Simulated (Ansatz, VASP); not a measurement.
One calculation of MoS2, two programs

```
CELL_PARAMETERS angstrom
3.18194 0.00000 0.00000
-1.59097 2.75564 0.00000
0.00000 0.00000 12.37643
ATOMIC_POSITIONS crystal
Mo 0.33333 0.66667 0.25000
Mo 0.66667 0.33333 0.75000
S 0.33333 0.66667 0.62750
S 0.66667 0.33333 0.12750
S 0.33333 0.66667 0.87250
S 0.66667 0.33333 0.37250
```

Change from the starting cell: volume scaled by 1.02, PAW files.

Alike in both runs: task electric field gradients; functional PBE; k mesh 10 × 10 × 3; occupations fermi-dirac, width 0.03 eV; no spin polarisation.

```csv
,VASP,Ansatz
version,VASP 6.6.1,Ansatz 0.2.0
potentials or method,"VASP PAW PBE potentials, release 64 (Mo_sv, S)","PAW with Ansatz's default frozen-core files, scalar-relativistic"
plane-wave cutoff (eV),520,420
valence electrons in the cell,52,52
```

|  | VASP | Ansatz | Ansatz less VASP |
| --- | --- | --- | --- |
| pressure (GPa) | 5.4 | 5.6 | +0.15 |
| traceless stress, the component that is largest in VASP (GPa) | 4.10 | 4.14 | +0.042 |
| rms of the force components (eV/Å) | 0.395 | 0.402 | +0.0075 |
| size of Vzz on the site where it differs most (V/Å²) | 91.1 | 88.7 | -2.45 |

Atom by atom the forces differ by 0.008 eV/Å (rms over components). The functional is the same, so the differences come from potentials, cutoffs and numerics.
